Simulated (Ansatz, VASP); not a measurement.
HfO2 in VASP and in Ansatz

File INCAR:

```
SYSTEM = HfO2
ALGO     = Normal         ! electronic algorithm
EDIFF    = 1E-7           ! SCF threshold, eV
EDIFFG   = -0.01          ! ionic threshold
ENCUT    = 600            ! plane-wave cutoff, eV
GGA      = PS             ! functional
IBRION   = 2              ! ionic algorithm
ISIF     = 3              ! what is computed and relaxed
ISMEAR   = -1             ! smearing method
IVDW     = 12             ! dispersion correction
LASPH    = .True.         ! aspherical terms in the spheres
LCHARG   = .False.        ! write CHGCAR
LREAL    = .False.        ! projectors in reciprocal space
LWAVE    = .False.        ! write WAVECAR
NELM     = 100            ! most SCF steps
NSW      = 60             ! ionic steps
PREC     = Accurate       ! precision mode
SIGMA    = 0.05           ! smearing width, eV
```

KPOINTS

```
k-points
0
Gamma
  5 5 6
  0 0 0
```

File POSCAR:

```
HfO2
1.0
    5.0803194000      0.0000000000      0.0000000000
    0.0000000000      5.1648674500      0.0000000000
    0.0000000000      0.0000000000      4.8908836500
Hf O
4 8
Direct
    0.2225908200      0.7817995800      0.2720679400
    0.7225908200      0.7182004200      0.7279320600
    0.7774091800      0.2182004200      0.2720679400
    0.2774091800      0.2817995800      0.7279320600
    0.1868153200      0.1636487800      0.1045346200
    0.6868153200      0.3363512200      0.8954653800
    0.8131846800      0.8363512200      0.1045346200
    0.3131846800      0.6636487800      0.8954653800
    0.0000000000      0.5000000000      0.4890544500
    0.5000000000      0.0000000000      0.5109455500
    0.0000000000      0.0000000000      0.5756249900
    0.5000000000      0.5000000000      0.4243750100
```

The input input.yaml:

```yaml
crystal:
  lattice:
    - [5.0803194, 0.0, 0.0]
    - [0.0, 5.16486745, 0.0]
    - [0.0, 0.0, 4.89088365]
  atoms:
    - { symbol: Hf, position: [0.22259082, 0.78179958, 0.27206794] }
    - { symbol: Hf, position: [0.72259082, 0.71820042, 0.72793206] }
    - { symbol: Hf, position: [0.77740918, 0.21820042, 0.27206794] }
    - { symbol: Hf, position: [0.27740918, 0.28179958, 0.72793206] }
    - { symbol: O, position: [0.18681532, 0.16364878, 0.10453462] }
    - { symbol: O, position: [0.68681532, 0.33635122, 0.89546538] }
    - { symbol: O, position: [0.81318468, 0.83635122, 0.10453462] }
    - { symbol: O, position: [0.31318468, 0.66364878, 0.89546538] }
    - { symbol: O, position: [0.0, 0.5, 0.48905445] }
    - { symbol: O, position: [0.5, 0.0, 0.51094555] }
    - { symbol: O, position: [0.0, 0.0, 0.57562499] }
    - { symbol: O, position: [0.5, 0.5, 0.42437501] }
hamiltonian:
  xc: pbesol
  pseudopotentials: { kind: paw }
  dispersion: d3bj
kpoints:
  mp_grid: { grid: [5, 5, 6] }
scf:
  occupations: { method: fermi_dirac, width: 0.05 }
output:
  forces: true
  stress: true
  eigenvalues: true
relax:
  f_tol: 0.01
  max_steps: 40
  cell: { stress_tol: 0.05 }
```

Alike in both runs: task relaxation of cell and atoms; functional PBEsol; dispersion D3(BJ); k mesh 5 × 5 × 6; occupations fermi-dirac, width 0.05 eV; no spin polarisation.

|  | VASP | Ansatz |
| --- | --- | --- |
| version | VASP 6.6.1 | Ansatz 0.2.0 |
| potentials or method | VASP PAW PBE potentials, release 64 (Hf_pv, O) | Ansatz PAW |
| plane-wave cutoff (eV) | 600 | 420 |
| valence electrons in the cell | 88 | 152 |

VASP gave:

| Item | Value |
| --- | --- |
| gap on the k mesh at the Fermi level, each at its own relaxed structure (eV) | 3.76 |
| relaxed volume (Å³/atom) | 10.44 |
| relaxed length of the cell vector where the two differ most in proportion (Å) | 5.023 |

Task: What did Ansatz give for the same quantities?

Result: gap on the k mesh at the Fermi level, each at its own relaxed structure (eV): 3.72; relaxed volume (Å³/atom): 10.58; relaxed length of the cell vector where the two differ most in proportion (Å): 5.097.

VASP's potentials were made for PBE, not for PBEsol. VASP's potentials hold 88 valence electrons a cell and Ansatz's 152, so a difference there can come from the potentials and not from the codes.

Spin-orbit coupling is off throughout. Noted on Ansatz's run: odd divisions of the mesh miss points on the zone boundary, where band edges often lie, so the gap on the mesh can be too wide; the plane-wave basis is chosen anew once the cell has moved, so the energies of steps on either side of that aren't comparable.
